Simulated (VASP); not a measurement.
# MoS (P6_3/mmc) in VASP: relaxation of cell and atoms with PBE+U

Aim: the relaxation of cell and atoms of MoS with PBE+U.

Everything below comes from runs of VASP 6.6.1. Logs are shortened: lines on timing, memory, paths and dates and some standing lists are left out, and cuts for length are marked.

## Step 1: The cell of the first run

The structure is hexagonal, space group P6_3/mmc (No. 194). The conventional cell has a = 3.816 Å, b = 3.816 Å, c = 6.645 Å, α = 90.00°, β = 90.00°, γ = 120.00°. Mo (site symmetry -3m) has 6 S at 2.76 Å and 2 Mo at 3.32 Å within 3.6 Å. S (site symmetry -6m2) has 6 Mo at 2.76 Å within 3.6 Å.

## Step 2: Relaxation of cell and atoms, PBE+U

Contents of INCAR:

```
PREC     = Accurate       # precision mode
ENCUT    = 600            # plane-wave cutoff, eV
EDIFF    = 1E-7           # SCF threshold, eV
ISMEAR   = 0              # smearing method
SIGMA    = 0.1            # smearing width, eV
LREAL    = False          # projectors in reciprocal space
LASPH    = True           # aspherical terms in the spheres
NELM     = 150            # most SCF steps
ALGO     = Fast           # electronic algorithm
ISIF     = 3              # what is computed and relaxed
LWAVE    = False          # write WAVECAR
LCHARG   = False          # write CHGCAR
LMAXMIX  = 4              # l up to which the mixer works
LDAU     = True           # DFT+U
LDAUTYPE = 2            
LDAUL    = 2 -1           # shell
LDAUU    = 4.38 0         # U, eV
LDAUJ    = 0 0          
LDAUPRINT= 1            
GGA      = PE             # functional
IBRION   = 2              # ionic algorithm
NSW      = 80             # ionic steps
EDIFFG   = -0.01          # ionic threshold
```

Contents of KPOINTS:

```
regular mesh
0
Gamma
  12 12 6
```

Contents of POSCAR:

```
MoS
1.0
    3.8164719870     -0.0000000001      0.0000000000
   -1.9082359934      3.3051616936      0.0000000000
    0.0000000000      0.0000000000      6.6447851839
Mo S
2 2
Direct
    0.0000000000      0.0000000000      0.0000000000
    0.0000000000      0.0000000000      0.5000000000
    0.3333333333      0.6666666667      0.2500000000
    0.6666666667      0.3333333333      0.7500000000
```

Potentials or basis: VASP PAW PBE potentials, release 64 (Mo_sv, S).

The run is started by

```console
$ cat potpaw_PBE.64/Mo_sv/POTCAR potpaw_PBE.64/S/POTCAR > POTCAR
$ mpirun -np 1 vasp_std > vasp.out
```

OUTCAR:

```text
PREC = Accurate
   ENCUT = 600
   EDIFF = 1E-7
   ISMEAR = 0
   LREAL = False
   LASPH = True
   NELM = 150
   ISIF = 3
   GGA = PE
   IBRION = 2
   NSW = 80
   EDIFFG = -0.01

 ion  position               nearest neighbor table
   1  0.000  0.000  0.000-   3 2.76   4 2.76   3 2.76   4 2.76   4 2.76   3 2.76   2 3.32   2 3.32

   2  0.000  0.000  0.500-   3 2.76   4 2.76   3 2.76   4 2.76   4 2.76   3 2.76   1 3.32   1 3.32

   3  0.333  0.667  0.250-   1 2.76   2 2.76   1 2.76   2 2.76   1 2.76   2 2.76
   4  0.667  0.333  0.750-   1 2.76   2 2.76   1 2.76   2 2.76   1 2.76   2 2.76

  LATTYP: Found a hexagonal cell.
 ALAT       =     3.8164719870
 C/A-ratio  =     1.7410805599

  Lattice vectors:

 A1 = (   3.8164719870,  -0.0000000001,   0.0000000000)
 A2 = (  -1.9082359934,   3.3051616936,   0.0000000000)
 A3 = (   0.0000000000,   0.0000000000,   6.6447851839)

Analysis of symmetry for initial positions (statically):
=====================================================================
 Subroutine PRICEL returns:
 Original cell was already a primitive cell.

 Routine SETGRP: Setting up the symmetry group for a
 hexagonal supercell.

 Subroutine GETGRP returns: Found 24 space group operations
 (whereof 12 operations were pure point group operations)
 out of a pool of 24 trial point group operations.

The static configuration has the point symmetry D_3d.
 The point group associated with its full space group is D_6h.

Analysis of symmetry for dynamics (positions and initial velocities):
=====================================================================
 Subroutine PRICEL returns:
 Original cell was already a primitive cell.

 Routine SETGRP: Setting up the symmetry group for a
 hexagonal supercell.

 Subroutine GETGRP returns: Found 24 space group operations
 (whereof 12 operations were pure point group operations)
 out of a pool of 24 trial point group operations.

The dynamic configuration has the point symmetry D_3d.
 The point group associated with its full space group is D_6h.

 Subroutine INISYM returns: Found 24 space group operations
 (whereof 12 operations are pure point group operations),
 and found     1 'primitive' translations

----------------------------------------------------------------------------------------

                                     Primitive cell

  volume of cell :      83.8177

  direct lattice vectors                    reciprocal lattice vectors
     3.816471987 -0.000000000  0.000000000     0.262022099  0.151278529  0.000000000
    -1.908235993  3.305161694  0.000000000     0.000000000  0.302557059  0.000000000
     0.000000000  0.000000000  6.644785184     0.000000000  0.000000000  0.150493955

  length of vectors
     3.816471987  3.816471987  6.644785184     0.302557059  0.302557059  0.150493955

  position of ions in fractional coordinates (direct lattice)
     0.000000000  0.000000000  0.000000000
     0.000000000  0.000000000  0.500000000
     0.333333333  0.666666667  0.250000000
     0.666666667  0.333333333  0.750000000

  ion indices of the primitive-cell ions
   primitive index   ion index
                 1           1
                 2           2
                 3           3
                 4           4

----------------------------------------------------------------------------------------

 KPOINTS: regular mesh

[... 89 lines left out ...]
  Fermi-wavevector in a.u.,A,eV,Ry     =   1.279331  2.417585 22.268489  1.636688
  Thomas-Fermi vector in A             =   2.411823
   LORBIT       =      0    0 simple, 1 ext, 2 COOP (PROOUT), +10 PAW based schemes
 LDA+U is selected, type is set to LDAUTYPE =  2
   angular momentum for each species LDAUL =     2   -1
   U (eV)           for each species LDAUU =   4.4  0.0
   J (eV)           for each species LDAUJ =   0.0  0.0
   GGA     = PE    functional components
   LHFCALC =     F    Hartree Fock is set to
   AEXX    =    0.0000 exact exchange contribution
   IVDW    =     0    specifies the selected vdW correction
   LEPSILON=     F    determine dielectric tensor
   LRPA    =     F    only Hartree local field effects (RPA)
 conjugate gradient relaxation of ions
 non-spin polarized calculation
 RMM-DIIS sequential band-by-band and
 Gauss-broadening in eV      SIGMA  =   0.10
  energy-cutoff  :      600.00
  volume of cell :       83.82
 maximum number of plane-waves:      2834
   NGX = 15   NGY = 15   NGZ = 27

--------------------------------------- Ionic step        1  -------------------------------------------

 number of electron      40.0000002 magnetization

 Free energy of the ion-electron system (eV)
  ---------------------------------------------------
  ext. energy  EPLUGINS =         0.00000000
  ---------------------------------------------------
  free energy    TOTEN  =       -19.29518961 eV

  energy without entropy =      -19.27350658  energy(sigma->0) =      -19.28434809

 E-fermi :   6.9122     XC(G=0): -10.5976

 val. band max:        6.9082649456   @ k =   0.1667   0.0000   0.3333
 cond. band min:       6.9191324548   @ k =   0.2500   0.0833   0.0000
 fundamental gap:      0.0108675093
 Fermi energy:         6.9121519586

 k-point     1 :       0.0000    0.0000    0.0000
  band No.  band energies     occupation
      1     -54.3493      2.00000
      2     -54.3393      2.00000
      3     -28.8162      2.00000
      4     -28.6704      2.00000
      5     -28.2076      2.00000
      6     -28.2076      2.00000
[... 898 lines left out ...]
  FREE ENERGIE OF THE ION-ELECTRON SYSTEM (eV)
  ---------------------------------------------------
  free  energy   TOTEN  =       -21.1891820619 eV

  energy  without entropy=      -21.1737913261  energy(sigma->0) =      -21.18148669

atom =   1  type =  1  l = 2

 onsite density matrix

spin component  1

  0.4253 -0.0000 -0.0000  0.1418  0.0000
 -0.0000  0.4278 -0.0000  0.0000  0.1418
 -0.0000 -0.0000  0.2989 -0.0000 -0.0000
  0.1418  0.0000 -0.0000  0.4278  0.0000
  0.0000  0.1418 -0.0000  0.0000  0.4253

spin component  2

  0.4253 -0.0000 -0.0000  0.1418  0.0000
 -0.0000  0.4278 -0.0000  0.0000  0.1418
 -0.0000 -0.0000  0.2989 -0.0000 -0.0000
  0.1418  0.0000 -0.0000  0.4278  0.0000
  0.0000  0.1418 -0.0000  0.0000  0.4253

 occupancies and eigenvectors

  o =  0.2847  v = -0.1808 -0.6808  0.0000  0.1793  0.6868  0.0000  0.0000  0.0000  0.0000  0.0000      0.0000  0.0000  0.0000  0.0000  0.0000  0.0000  0.0000  0.0000  0.0000  0.0000
  o =  0.2847  v =  0.0000  0.0000  0.0000  0.0000  0.0000 -0.1808 -0.6808  0.0000  0.1793  0.6868      0.0000  0.0000  0.0000  0.0000  0.0000  0.0000  0.0000  0.0000  0.0000  0.0000
  o =  0.2847  v = -0.6868  0.1793 -0.0000  0.6808 -0.1808  0.0000  0.0000  0.0000  0.0000  0.0000      0.0000  0.0000  0.0000  0.0000  0.0000  0.0000  0.0000  0.0000  0.0000  0.0000
  o =  0.2847  v =  0.0000  0.0000  0.0000  0.0000  0.0000 -0.6868  0.1793 -0.0000  0.6808 -0.1808      0.0000  0.0000  0.0000  0.0000  0.0000  0.0000  0.0000  0.0000  0.0000  0.0000
  o =  0.2989  v =  0.0000  0.0000  0.0000  0.0000  0.0000  0.0000 -0.0000 -1.0000 -0.0000  0.0000      0.0000  0.0000  0.0000  0.0000  0.0000  0.0000  0.0000  0.0000  0.0000  0.0000
  o =  0.2989  v =  0.0000 -0.0000 -1.0000 -0.0000  0.0000  0.0000  0.0000  0.0000  0.0000  0.0000      0.0000  0.0000  0.0000  0.0000  0.0000  0.0000  0.0000  0.0000  0.0000  0.0000
  o =  0.5684  v =  0.0000  0.0000  0.0000  0.0000  0.0000  0.1793 -0.6868  0.0000  0.1809 -0.6808      0.0000  0.0000  0.0000  0.0000  0.0000  0.0000  0.0000  0.0000  0.0000  0.0000
  o =  0.5684  v =  0.1793 -0.6868  0.0000  0.1809 -0.6808  0.0000  0.0000  0.0000  0.0000  0.0000      0.0000  0.0000  0.0000  0.0000  0.0000  0.0000  0.0000  0.0000  0.0000  0.0000
  o =  0.5684  v =  0.0000  0.0000  0.0000  0.0000  0.0000 -0.6808 -0.1809  0.0000 -0.6868 -0.1793      0.0000  0.0000  0.0000  0.0000  0.0000  0.0000  0.0000  0.0000  0.0000  0.0000
  o =  0.5684  v = -0.6808 -0.1809  0.0000 -0.6868 -0.1793  0.0000  0.0000  0.0000  0.0000  0.0000      0.0000  0.0000  0.0000  0.0000  0.0000  0.0000  0.0000  0.0000  0.0000  0.0000

atom =   2  type =  1  l = 2

 onsite density matrix

spin component  1

  0.4253  0.0000 -0.0000 -0.1418  0.0000
  0.0000  0.4278  0.0000  0.0000 -0.1418
 -0.0000  0.0000  0.2989  0.0000 -0.0000
 -0.1418  0.0000  0.0000  0.4278 -0.0000
  0.0000 -0.1418 -0.0000 -0.0000  0.4253

spin component  2

  0.4253  0.0000 -0.0000 -0.1418  0.0000
  0.0000  0.4278  0.0000  0.0000 -0.1418
 -0.0000  0.0000  0.2989  0.0000 -0.0000
 -0.1418  0.0000  0.0000  0.4278 -0.0000
  0.0000 -0.1418 -0.0000 -0.0000  0.4253

 occupancies and eigenvectors

  o =  0.2847  v =  0.1809 -0.6808 -0.0000  0.1793 -0.6867  0.0000  0.0000  0.0000  0.0000  0.0000      0.0000  0.0000  0.0000  0.0000  0.0000  0.0000  0.0000  0.0000  0.0000  0.0000
  o =  0.2847  v =  0.0000  0.0000  0.0000  0.0000  0.0000  0.1809 -0.6808 -0.0000  0.1793 -0.6867      0.0000  0.0000  0.0000  0.0000  0.0000  0.0000  0.0000  0.0000  0.0000  0.0000
  o =  0.2847  v =  0.6867  0.1793  0.0000  0.6808  0.1809  0.0000  0.0000  0.0000  0.0000  0.0000      0.0000  0.0000  0.0000  0.0000  0.0000  0.0000  0.0000  0.0000  0.0000  0.0000
  o =  0.2847  v =  0.0000  0.0000  0.0000  0.0000  0.0000  0.6867  0.1793  0.0000  0.6808  0.1809      0.0000  0.0000  0.0000  0.0000  0.0000  0.0000  0.0000  0.0000  0.0000  0.0000
  o =  0.2989  v =  0.0000  0.0000  0.0000  0.0000  0.0000  0.0000  0.0000 -1.0000  0.0000  0.0000      0.0000  0.0000  0.0000  0.0000  0.0000  0.0000  0.0000  0.0000  0.0000  0.0000
  o =  0.2989  v =  0.0000  0.0000 -1.0000  0.0000  0.0000  0.0000  0.0000  0.0000  0.0000  0.0000      0.0000  0.0000  0.0000  0.0000  0.0000  0.0000  0.0000  0.0000  0.0000  0.0000
  o =  0.5684  v =  0.0000  0.0000  0.0000  0.0000  0.0000  0.1793  0.6867  0.0000 -0.1809 -0.6808      0.0000  0.0000  0.0000  0.0000  0.0000  0.0000  0.0000  0.0000  0.0000  0.0000
  o =  0.5684  v =  0.1793  0.6867  0.0000 -0.1809 -0.6808  0.0000  0.0000  0.0000  0.0000  0.0000      0.0000  0.0000  0.0000  0.0000  0.0000  0.0000  0.0000  0.0000  0.0000  0.0000
  o =  0.5684  v =  0.0000  0.0000  0.0000  0.0000  0.0000 -0.6808  0.1809  0.0000  0.6867 -0.1793      0.0000  0.0000  0.0000  0.0000  0.0000  0.0000  0.0000  0.0000  0.0000  0.0000
  o =  0.5684  v = -0.6808  0.1809  0.0000  0.6867 -0.1793  0.0000  0.0000  0.0000  0.0000  0.0000      0.0000  0.0000  0.0000  0.0000  0.0000  0.0000  0.0000  0.0000  0.0000  0.0000

--------------------------------------- Ionic step        8  -------------------------------------------

 number of electron      39.9999997 magnetization

 Free energy of the ion-electron system (eV)
  ---------------------------------------------------
  ext. energy  EPLUGINS =         0.00000000
  ---------------------------------------------------
  free energy    TOTEN  =       -21.19344532 eV

  energy without entropy =      -21.17803501  energy(sigma->0) =      -21.18574017

 E-fermi :  11.7160     XC(G=0): -12.3223

 val. band max:       11.7128053688   @ k =   0.3333   0.0000   0.0000
 cond. band min:      11.7234041477   @ k =   0.0833   0.0833   0.3333
 fundamental gap:      0.0105987789
 Fermi energy:        11.7159506386

 k-point     1 :       0.0000    0.0000    0.0000
  band No.  band energies     occupation
      1     -50.2205      2.00000
      2     -50.2039      2.00000
      3     -24.6846      2.00000
      4     -24.4347      2.00000
      5     -24.1316      2.00000
      6     -24.1316      2.00000
[... 670 lines left out ...]
  FREE ENERGIE OF THE ION-ELECTRON SYSTEM (eV)
  ---------------------------------------------------
  free  energy   TOTEN  =       -21.1934453215 eV

  energy  without entropy=      -21.1780350120  energy(sigma->0) =      -21.18574017

 reached required accuracy - stopping structural energy minimisation
```

It took 36 min on 1 thread of Oxide Virtual Turin-like, shared host; peak memory 0.3 GiB.

What came out:

```yaml
Free_energy: -21.1934 eV
Relaxed_volume: 15.20 Å³/atom
Relaxed_cell: a = 3.296 Å, b = 3.296 Å, c = 6.465 Å, α = 90.00°, β = 90.00°, γ = 120.00°
Space_group_after_relaxing_to_0.1_Å: P6_3/mmc (No. 194)
Energy_gained_by_relaxing: 474.6 meV/atom
Ionic_steps: 8
Pressure_after_relaxing: 0.0 GPa
Band_gap_on_the_k_mesh: zero (bands 20 and 21 overlap by 2.50 eV)
```

The path:
```csv
step,energy change (eV),largest force (eV/Å),pressure (GPa),volume (Å³)
1,0.0000,0.0000,-18.34,83.82
2,-1.5206,0.0000,13.42,57.95
3,-1.6903,0.0000,0.13,62.62
4,-1.8494,0.0000,0.17,61.49
5,-1.8930,0.0000,0.79,60.71
6,-1.8966,0.0000,1.22,60.37
7,-1.8940,0.0000,-1.84,61.52
8,-1.8983,0.0000,0.01,60.81
```

Final structure:
```yaml
crystal:
  lattice:
    - [3.29569, 0.00000, 0.00000]
    - [-1.64785, 2.85415, 0.00000]
    - [0.00000, 0.00000, 6.46460]
  atoms:
    - { symbol: Mo, position: [0.00000, 0.00000, 0.00000] }
    - { symbol: Mo, position: [0.00000, 0.00000, 0.50000] }
    - { symbol: S, position: [0.33333, 0.66667, 0.25000] }
    - { symbol: S, position: [0.66667, 0.33333, 0.75000] }
```

Levels at points of the mesh, in eV from the Fermi level:
```tsv
k point	band 17	band 18	band 19	band 20	band 21	band 22	band 23	band 24
(0.00, 0.00, 0.00)	-2.43	-2.17	-2.17	-1.87	-1.87	-0.11	-0.11	1.05
(0.50, 0.00, 0.00)	-3.73	-2.96	-0.75	0.59	0.98	1.48	1.74	2.41
(0.00, 0.00, 0.50)	-1.62	-1.62	-1.62	-1.62	-1.40	-1.40	1.68	1.68
(0.50, 0.00, 0.50)	-3.10	-3.10	0.60	0.60	1.05	1.05	1.76	1.76
```

Eigenvalues of the final occupation matrices:
| site | spin | trace | eigenvalues |
| --- | --- | --- | --- |
| site 1 d | 1 | 2.01 | 0.28 0.28 0.30 0.57 0.57 |
| site 1 d | 2 | 2.01 | 0.28 0.28 0.30 0.57 0.57 |
| site 2 d | 1 | 2.01 | 0.28 0.28 0.30 0.57 0.57 |
| site 2 d | 2 | 2.01 | 0.28 0.28 0.30 0.57 0.57 |

Caveat: the volume moved by over 15 % at a fixed basis, so the end points are rough; U without spin polarisation on a metal has little footing.
